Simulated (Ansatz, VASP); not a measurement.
One calculation of Rb, two programs

The input INCAR:

```
ALGO = Normal
EDIFF = 1E-7
EDIFFG = -0.01
ENCUT = 500
GGA = PE
GGA_COMPAT = F
IBRION = 2
ISIF = 3
ISMEAR = 0
LASPH = T
LCHARG = F
LREAL = F
LWAVE = F
NELM = 120
NELMIN = 4
NSW = 80
PREC = Accurate
SIGMA = 0.1
```

KPOINTS

```
k-points
0
Gamma
  12 12 6
```

File POSCAR:

```
Rb
1.0
    5.0548034857      0.0000000000      0.0000000000
   -2.5274017428      4.3775882297      0.0000000000
    0.0000000000      0.0000000000      8.2192097964
Rb
2
Direct
    0.3333333333      0.6666666667      0.2500000000
    0.6666666667      0.3333333333      0.7500000000
```

Input for Ansatz:

```yaml
crystal:
  lattice:
    - [5.0548034857, 0.0, 0.0]
    - [-2.5274017428, 4.3775882297, 0.0]
    - [0.0, 0.0, 8.2192097964]
  atoms:
    - { symbol: Rb, position: [0.3333333333, 0.6666666667, 0.25] }
    - { symbol: Rb, position: [0.6666666667, 0.3333333333, 0.75] }
basis:
  ecutwfc: 420
kpoints:
  mp_grid: { grid: [12, 12, 6] }
hamiltonian:
  xc: pbe
scf:
  occupations: { method: gaussian, width: 0.1 }
output:
  forces: true
  stress: true
  eigenvalues: true
  write_density: true
  write_potential: true
  elf: true
  volumetric_format: npy
relax:
  adjacent_minimum: "off"
  f_tol: 0.01
  max_steps: 60
  cell: { stress_tol: 0.1 }
```

Alike in both runs: task relaxation of cell and atoms; functional PBE; k mesh 12 × 12 × 6; occupations gaussian, width 0.1 eV; no spin polarisation.

|  | VASP | Ansatz |
| --- | --- | --- |
| version | VASP 6.6.1 | Ansatz 0.2.0 |
| potentials or method | VASP PAW PBE potentials, release 64 (Rb_sv), cutoff 500 eV | scalar-relativistic, plane waves, PAW |
| valence electrons in the cell | 18 | 18 |

```csv
,VASP,Ansatz,Ansatz less VASP
"gap on the k mesh at the Fermi level, each at its own relaxed structure (eV)",none,none,-
relaxed volume (Å³/atom),90.94,90.94,0.000
relaxed length of the cell vector where the two differ most in proportion (Å),5.055,5.055,0.0000
```

A gap of «none» marks a metal or a gap that the smearing closes.

Noted on VASP's run: the relaxation stopped at its first step, so nothing moved.
